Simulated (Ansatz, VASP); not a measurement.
## Two plane-wave programs on BAs

```xyz
2
Lattice="0.0000 2.3790 2.3790 2.3790 0.0000 2.3790 2.3790 2.3790 0.0000" Properties=species:S:1:pos:R:3 pbc="T T T"
B     0.0000    0.0000    0.0000
As    1.1895    1.1895    1.1895
```

Alike in both runs: functional PBE; dispersion D4; k mesh 8 × 8 × 8; no spin polarisation.

Ansatz relaxed the structure, and its values are those at the end. VASP's run is a single point on that final structure, the one shown.

```csv
,VASP,Ansatz
version,VASP 6.6.1,Ansatz 0.2.0
potentials or method,"VASP PAW PBE potentials, release 64 (B, As), cutoff 520 eV","plane waves, PAW"
occupations,"gaussian, width 0.01 eV",fixed
valence electrons in the cell,8,18
```

|  | VASP | Ansatz | Ansatz less VASP |
| --- | --- | --- | --- |
| pressure (GPa) | 0.7 | 0.0 | -0.70 |

VASP's potentials hold 8 valence electrons a cell and Ansatz's 18, so a difference there can come from the potentials and not from the codes.
